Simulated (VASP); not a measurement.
# Co2Si (P-62m) in VASP: further runs

The runs below take Co2Si through single point, with PBE.

Program: VASP 6.6.1. These are calculated values, not measurements. Logs are shortened: lines on timing, memory, paths and dates and some standing lists are left out, and cuts for length are marked.

### 1 The cell of the first run

It takes space group P-62m (No. 189, hexagonal). The conventional cell has a = 5.816 Å, b = 5.816 Å, c = 3.465 Å, α = 90.00°, β = 90.00°, γ = 120.00°. Co (site symmetry m2m) has 4 Si at 2.21 to 2.27 Å and 8 Co at 2.55 to 2.70 Å within 2.9 Å. Co (site symmetry m2m) has 5 Si at 2.37 to 2.47 Å and 10 Co at 2.63 to 3.05 Å within 3.1 Å. Within 2.9 Å of Si (site symmetry -6) lie 9 Co at 2.21 to 2.47 Å. Within 3.0 Å of Si (site symmetry -62m) lie 9 Co at 2.27 to 2.37 Å.

### 2 Single point, PBE, collinear spin, ferromagnetic start

INCAR

```
ALGO = Fast
EDIFF = 1E-6
ENCUT = 520
GGA = PE
ISIF = 2
ISMEAR = 0
ISPIN = 2
LASPH = True
LCHARG = False
LMAXMIX = 4
LORBIT = 11
LREAL = False
LWAVE = False
MAGMOM = 3 3 3 3 3 3 0 0 0
NBANDS = 47
NELM = 150
PREC = Accurate
SIGMA = 0.2
```

KPOINTS

```
k-points
0
Gamma
  3 3 5
```

POSCAR

```
Co2Si
1.0
    5.8160343015      0.0000000000      0.0000000000
   -2.9080171508      5.0368334544      0.0000000000
    0.0000000000      0.0000000000      3.4646264390
Co Si
6 3
Direct
    0.2528117486      0.0000000000      0.0000000000
    0.7471882514      0.7471882514      0.0000000000
    0.0000000000      0.2528117486      0.0000000000
    0.5919332513      0.0000000000      0.5000000000
    0.4080667487      0.4080667487      0.5000000000
    0.0000000000      0.5919332513      0.5000000000
    0.6666666667      0.3333333333      0.0000000000
    0.3333333333      0.6666666667      0.0000000000
    0.0000000000      0.0000000000      0.5000000000
```

Potentials or basis: VASP PAW PBE potentials, release 64 (Co, Si).

Started as:

```sh
cat potpaw_PBE.64/Co/POTCAR potpaw_PBE.64/Si/POTCAR > POTCAR
mpirun -np 1 vasp_std > vasp.out
```

OUTCAR:

```text
EDIFF = 1E-6
   ENCUT = 520
   GGA = PE
   ISIF = 2
   ISMEAR = 0
   ISPIN = 2
   LASPH = True
   LORBIT = 11
   LREAL = False
   NELM = 150
   PREC = Accurate

 ion  position               nearest neighbor table
   1  0.253  0.000  0.000-   8 2.21   7 2.21   9 2.27   9 2.27   2 2.55   3 2.55   4 2.63   4 2.63
                             6 2.70   6 2.70   5 2.70   5 2.70
   2  0.747  0.747  0.000-   8 2.21   7 2.21   9 2.27   9 2.27   1 2.55   3 2.55   5 2.63   5 2.63
                             6 2.70   6 2.70   4 2.70   4 2.70
   3  0.000  0.253  0.000-   7 2.21   8 2.21   9 2.27   9 2.27   2 2.55   1 2.55   6 2.63   6 2.63
                             4 2.70   4 2.70   5 2.70   5 2.70
   4  0.592  0.000  0.500-   9 2.37   7 2.47   7 2.47   8 2.47   8 2.47   1 2.63   1 2.63   3 2.70
                             3 2.70   2 2.70   2 2.70   6 3.05   6 3.05   5 3.05   5 3.05
   5  0.408  0.408  0.500-   9 2.37   7 2.47   7 2.47   8 2.47   8 2.47   2 2.63   2 2.63   3 2.70
                             3 2.70   1 2.70   1 2.70   6 3.05   6 3.05   4 3.05   4 3.05
   6  0.000  0.592  0.500-   9 2.37   8 2.47   8 2.47   7 2.47   7 2.47   3 2.63   3 2.63   1 2.70
                             1 2.70   2 2.70   2 2.70   4 3.05   5 3.05   4 3.05   5 3.05
   7  0.667  0.333  0.000-   3 2.21   1 2.21   2 2.21   4 2.47   4 2.47   6 2.47   6 2.47   5 2.47
                             5 2.47
   8  0.333  0.667  0.000-   1 2.21   3 2.21   2 2.21   6 2.47   6 2.47   4 2.47   4 2.47   5 2.47
                             5 2.47
   9  0.000  0.000  0.500-   2 2.27   2 2.27   1 2.27   1 2.27   3 2.27   3 2.27   5 2.37   4 2.37
                             6 2.37

  LATTYP: Found a hexagonal cell.
 ALAT       =     5.8160343015
 C/A-ratio  =     0.5957025457

  Lattice vectors:

 A1 = (   5.8160343015,   0.0000000000,   0.0000000000)
 A2 = (  -2.9080171508,   5.0368334544,   0.0000000000)
 A3 = (   0.0000000000,   0.0000000000,   3.4646264390)

Analysis of symmetry for initial positions (statically):
=====================================================================
 Subroutine PRICEL returns:
 Original cell was already a primitive cell.

 Routine SETGRP: Setting up the symmetry group for a
 hexagonal supercell.

 Subroutine GETGRP returns: Found 12 space group operations
 (whereof 12 operations were pure point group operations)
 out of a pool of 24 trial point group operations.

The static configuration has the point symmetry D_3h.

Analysis of symmetry for dynamics (positions and initial velocities):
=====================================================================
 Subroutine PRICEL returns:
 Original cell was already a primitive cell.

 Routine SETGRP: Setting up the symmetry group for a
 hexagonal supercell.

 Subroutine GETGRP returns: Found 12 space group operations
 (whereof 12 operations were pure point group operations)
 out of a pool of 24 trial point group operations.

The dynamic configuration has the point symmetry D_3h.

Analysis of structural, dynamic, and magnetic symmetry:
=====================================================================
 Subroutine PRICEL returns:
 Original cell was already a primitive cell.

 Routine SETGRP: Setting up the symmetry group for a
 hexagonal supercell.

 Subroutine GETGRP returns: Found 12 space group operations
 (whereof 12 operations were pure point group operations)
 out of a pool of 24 trial point group operations.

The overall configuration has the point symmetry D_3h.

 Subroutine INISYM returns: Found 12 space group operations
 (whereof 12 operations are pure point group operations),
 and found     1 'primitive' translations

----------------------------------------------------------------------------------------

                                     Primitive cell

  volume of cell :     101.4941

  direct lattice vectors                    reciprocal lattice vectors
     5.816034302  0.000000000  0.000000000     0.171938463  0.099268718  0.000000000
    -2.908017151  5.036833454  0.000000000     0.000000000  0.198537436  0.000000000
     0.000000000  0.000000000  3.464626439     0.000000000  0.000000000  0.288631406

  length of vectors
     5.816034302  5.816034302  3.464626439     0.198537436  0.198537436  0.288631406

  position of ions in fractional coordinates (direct lattice)
[... 64 lines left out ...]
   ions per type =               6   3
   NGX,Y,Z   is equivalent  to a cutoff of  13.72, 13.72, 13.44 a.u.
   NGXF,Y,Z  is equivalent  to a cutoff of  27.44, 27.44, 26.87 a.u.
 SYSTEM =  unknown system
   PREC   = accura    normal or accurate (medium, high low for compatibility)
   ISTART =      0    job   : 0-new  1-cont  2-samecut
   ICHARG =      2    charge: 1-file 2-atom 10-const
   ISPIN  =      2    spin polarized calculation?
   LNONCOLLINEAR =      F non collinear calculations
   LSORBIT =      F    spin-orbit coupling
   LASPH  =      T    aspherical Exc in radial PAW
   ENCUT  =  520.0 eV  38.22 Ry    6.18 a.u.  10.81 10.81  6.44*2*pi/ulx,y,z
   NELM   =    150;   NELMIN=  2; NELMDL= -5     # of ELM steps
   EDIFF  = 0.1E-05   stopping-criterion for ELM
   LREAL  =      F    real-space projection
[... 7 lines left out ...]
   TEBEG  =    0.0;   TEEND  =   0.0 temperature during run
   PSTRESS=    0.0 pullay stress
   NELECT =      66.0000    total number of electrons
   NUPDOWN=      -1.0000    fix difference up-down
   EMIN   =  10.00;   EMAX   =-10.00  energy-range for DOS
   EFERMI =   0.00;   METHOD = LEGACY
   ISMEAR =     0;   SIGMA  =   0.20  broadening in eV -4-tet -1-fermi 0-gaus
   EFERMI_NEDOS =   21; number of points for ismear=-14 and -15
   IALGO  =     68    algorithm
   IMIX   =      4    mixing-type and parameters
     AMIX     =   0.40;   BMIX     =  1.00
     AMIX_MAG =   1.60;   BMIX_MAG =  1.00
  volume/ion in A,a.u.               =      11.28        76.10
  Fermi-wavevector in a.u.,A,eV,Ry     =   1.418325  2.680246 27.370111  2.011646
  Thomas-Fermi vector in A             =   2.539463
   LORBIT       =     11    0 simple, 1 ext, 2 COOP (PROOUT), +10 PAW based schemes
   GGA     = PE    functional components
   LHFCALC =     F    Hartree Fock is set to
   AEXX    =    0.0000 exact exchange contribution
   IVDW    =     0    specifies the selected vdW correction
   LEPSILON=     F    determine dielectric tensor
   LRPA    =     F    only Hartree local field effects (RPA)
 spin polarized calculation
 RMM-DIIS sequential band-by-band and
 Gauss-broadening in eV      SIGMA  =   0.20
  energy-cutoff  :      520.00
  volume of cell :      101.49
 maximum number of plane-waves:      2754
 NGX is ok and might be reduce to    48
   NGX = 21   NGY = 21   NGZ = 13

 number of electron      66.0000000 magnetization      18.0000000

 number of electron      65.9999988 magnetization       4.8672528

 Free energy of the ion-electron system (eV)
  ---------------------------------------------------
  ext. energy  EPLUGINS =         0.00000000
  ---------------------------------------------------
  free energy    TOTEN  =       -61.71771190 eV

  energy without entropy =      -61.55164194  energy(sigma->0) =      -61.63467692

 E-fermi :  10.6165     XC(G=0): -12.8065

 val. band max:       10.6037093941   @ k =   0.3333  -0.0000   0.4000
 cond. band min:      10.6223517131   @ k =   0.3333  -0.0000   0.0000
 fundamental gap:      0.0186423189
 Fermi energy:        10.6165372533

 spin component 1

 k-point     1 :       0.0000    0.0000    0.0000
  band No.  band energies     occupation
      1      -1.1313      1.00000
      2       2.0712      1.00000
      3       2.6082      1.00000
      4       4.9788      1.00000
      5       4.9788      1.00000
      6       5.4019      1.00000
[... 421 lines left out ...]
     44      16.6608      0.00000
     45      16.6608      0.00000
 Fermi energy:        10.6165372533

 spin component 2

 k-point     1 :       0.0000    0.0000    0.0000
  band No.  band energies     occupation
      1      -1.1601      1.00000
      2       2.0649      1.00000
      3       2.5775      1.00000
      4       5.1104      1.00000
      5       5.1104      1.00000
      6       5.4717      1.00000
[... 421 lines left out ...]
     44      16.9141      0.00000
     45      16.9144      0.00000
 [bands above 45 left out]

------------------------ aborting loop because EDIFF is reached ----------------------------------------

  FORCE on cell =-STRESS in cart. coord.  units (eV):
  Direction    XX          YY          ZZ          XY          YZ          ZX
  --------------------------------------------------------------------------------------
  -------------------------------------------------------------------------------------
  Total       -0.0667357     -0.0667357     -0.1912919      0.0000000     -0.0000000      0.0000000
  in kB       -1.0534834     -1.0534834     -3.0197161      0.0000000     -0.0000000      0.0000000
  external PRESSURE =      -1.7088943 kB  Pullay stress =       0.0000000 kB

 VOLUME and BASIS-vectors are now :
 -----------------------------------------------------------------------------
  energy-cutoff  :      520.00
  volume of cell :      101.49
      direct lattice vectors                 reciprocal lattice vectors
     5.816034302  0.000000000  0.000000000     0.171938463  0.099268718  0.000000000
    -2.908017151  5.036833454  0.000000000     0.000000000  0.198537436  0.000000000
     0.000000000  0.000000000  3.464626439     0.000000000  0.000000000  0.288631406

 POSITION                                       TOTAL-FORCE (eV/Angst)
 -----------------------------------------------------------------------------------
      1.47036      0.00000      0.00000         0.010477      0.000000      0.000000
      2.17284      3.76346      0.00000        -0.005238     -0.009073      0.000000
     -0.73518      1.27337      0.00000        -0.005238      0.009073     -0.000000
      3.44270      0.00000      1.73231        -0.013691     -0.000000     -0.000000
      1.18667      2.05536      1.73231         0.006845      0.011856      0.000000
     -1.72135      2.98147      1.73231         0.006845     -0.011856     -0.000000
      2.90802      1.67894      0.00000        -0.000000     -0.000000      0.000000
     -0.00000      3.35789      0.00000         0.000000     -0.000000      0.000000
      0.00000      0.00000      1.73231         0.000000      0.000000      0.000000
 -----------------------------------------------------------------------------------
    total drift:                                0.000003      0.000005     -0.000001

  FREE ENERGIE OF THE ION-ELECTRON SYSTEM (eV)
  ---------------------------------------------------
  free  energy   TOTEN  =       -61.7177118994 eV

  energy  without entropy=      -61.5516419375  energy(sigma->0) =      -61.63467692

 total charge

# of ion       s       p       d       tot
------------------------------------------
    1        0.475   0.611   7.500   8.586
    2        0.475   0.611   7.500   8.586
    3        0.475   0.611   7.500   8.586
    4        0.390   0.471   7.360   8.221
    5        0.390   0.471   7.360   8.221
    6        0.390   0.471   7.360   8.221
    7        0.754   0.925   0.000   1.680
    8        0.754   0.925   0.000   1.680
    9        0.752   0.974   0.000   1.726
--------------------------------------------------
tot          4.853   6.073  44.579  55.506

 magnetization (x)

# of ion       s       p       d       tot
------------------------------------------
    1       -0.003  -0.009   0.653   0.641
    2       -0.003  -0.009   0.653   0.641
    3       -0.003  -0.009   0.653   0.641
    4        0.006  -0.004   1.069   1.071
    5        0.006  -0.004   1.069   1.071
    6        0.006  -0.004   1.069   1.071
    7       -0.004  -0.027   0.000  -0.030
    8       -0.004  -0.027   0.000  -0.030
    9       -0.004  -0.023   0.000  -0.026
--------------------------------------------------
tot         -0.001  -0.115   5.166   5.050
```

Run time: 4.3 min. Hardware: 1 thread of Intel Xeon 8259CL, shared host; peak memory 0.31 GiB.

Results:

```
Free energy                                           : -61.7177 eV
Pressure                                              : -0.2 GPa
Largest force                                         : 0.014 eV/Å
Net moment                                            : 4.87 μB per cell
Site moments                                          : Co +0.64, +1.07 (each value once); Si -0.03 μB
Valence electrons inside the program's atomic spheres : Co 8.59, 8.22 (each value once); Si 1.68, 1.73 (each value once)
```

Forces in eV/Å, atoms in the order of the input:
```
Co   0.010  0.000  0.000
Co  -0.005 -0.009  0.000
Co  -0.005  0.009  0.000
Co  -0.014  0.000  0.000
Co   0.007  0.012  0.000
Co   0.007 -0.012  0.000
Si   0.000  0.000  0.000
Si   0.000  0.000  0.000
Si   0.000  0.000  0.000
```

Stress tensor (GPa, compression positive):
```
-0.11  0.00  0.00
 0.00 -0.11  0.00
 0.00  0.00 -0.30
```

Caveat: the k points lie up to 0.42 Å⁻¹ apart.

### 3 Single point, PBE, collinear spin, ferromagnetic start

INCAR

```
PREC = Accurate ; ENCUT = 520
EDIFF = 1E-7 ; ISMEAR = 0
SIGMA = 0.1 ; LREAL = False
LASPH = True ; NELM = 150
ALGO = Fast ; ISIF = 2
LWAVE = False ; LCHARG = False
ISPIN = 2 ; MAGMOM = 0.81 0.81 0.81 1.33 1.33 1.33 0 0 0
LORBIT = 11 ; LMAXMIX = 4
GGA = PE ; NBANDS = 47
```

KPOINTS

```
regular mesh
0
Gamma
  6 6 10
```

POSCAR

```
Co2Si
1.0
    5.8152366975      0.0000000000      0.0000000000
   -2.9076183488      5.0361427090      0.0000000000
    0.0000000000      0.0000000000      3.4689272382
Co Si
6 3
Direct
    0.2530128681      0.0000000000      0.0000000000
    0.7469871319      0.7469871319      0.0000000000
    0.0000000000      0.2530128681      0.0000000000
    0.5922168253      0.0000000000      0.5000000000
    0.4077831747      0.4077831747      0.5000000000
    0.0000000000      0.5922168253      0.5000000000
    0.6666666667      0.3333333333      0.0000000000
    0.3333333333      0.6666666667      0.0000000000
    0.0000000000      0.0000000000      0.5000000000
```

Potentials or basis: VASP PAW PBE potentials, release 64 (Co, Si).

Started as:

```sh
cat potpaw_PBE.64/Co/POTCAR potpaw_PBE.64/Si/POTCAR > POTCAR
mpirun -np 1 vasp_std > vasp.out
```

It took 8.5 min on 1 thread of Intel Xeon Platinum 8488C (Sapphire Rapids), shared host; peak memory 0.46 GiB.

The run converged. Its results:

```yaml
Free_energy: -61.6856 eV
Pressure: -0.2 GPa
Largest_force: 0.018 eV/Å
Net_moment: 5.06 μB per cell
Site_moments: Co +0.68, +1.11 (each value once); Si -0.03 μB
Valence_electrons_inside_the_program's_atomic_spheres: Co 8.58, 8.22 (each value once); Si 1.68, 1.72 (each value once)
```

Forces on the atoms (eV/Å):
```
Co  -0.018  0.000  0.000
Co   0.009  0.015  0.000
Co   0.009 -0.015  0.000
Co  -0.008  0.000  0.000
Co   0.004  0.007  0.000
Co   0.004 -0.007  0.000
Si   0.000  0.000  0.000
Si   0.000  0.000  0.000
Si   0.000  0.000  0.000
```

Stress tensor (GPa, compression positive):
```
-0.19  0.00  0.00
 0.00 -0.19  0.00
 0.00  0.00 -0.35
```

Levels at points of the mesh, in eV from the Fermi level:
Spin up:
| k point | band 32 | band 33 | band 34 | band 35 | band 36 | band 37 | band 38 | band 39 | band 40 | band 41 |
| --- | --- | --- | --- | --- | --- | --- | --- | --- | --- | --- |
| (0.00, 0.00, 0.00) | -0.76 | -0.76 | -0.72 | -0.52 | -0.52 | -0.24 | -0.14 | 5.31 | 5.31 | 5.46 |
| (0.50, 0.00, 0.00) | -0.93 | -0.74 | -0.66 | -0.03 | 0.07 | 1.85 | 2.62 | 2.68 | 2.74 | 3.25 |
| (0.00, 0.00, 0.50) | -1.02 | -0.35 | -0.35 | 0.04 | 0.04 | 0.49 | 0.54 | 1.58 | 1.90 | 1.90 |
| (0.50, 0.00, 0.50) | -0.93 | -0.76 | -0.76 | -0.71 | -0.51 | 0.92 | 1.30 | 2.55 | 3.30 | 3.37 |
Spin down:
```
           k point  band 27  band 28  band 29  band 30  band 31  band 32  band 33  band 34
(0.00, 0.00, 0.00)    -0.62    -0.43     0.00     0.11     0.11     0.25     0.28     0.28
(0.50, 0.00, 0.00)    -0.71    -0.43    -0.26    -0.16     0.11     0.15     0.33     0.36
(0.00, 0.00, 0.50)    -0.70    -0.70    -0.56    -0.35    -0.19    -0.19     0.50     0.50
(0.50, 0.00, 0.50)    -0.65    -0.55    -0.53    -0.52    -0.06     0.20     0.30     0.33
```
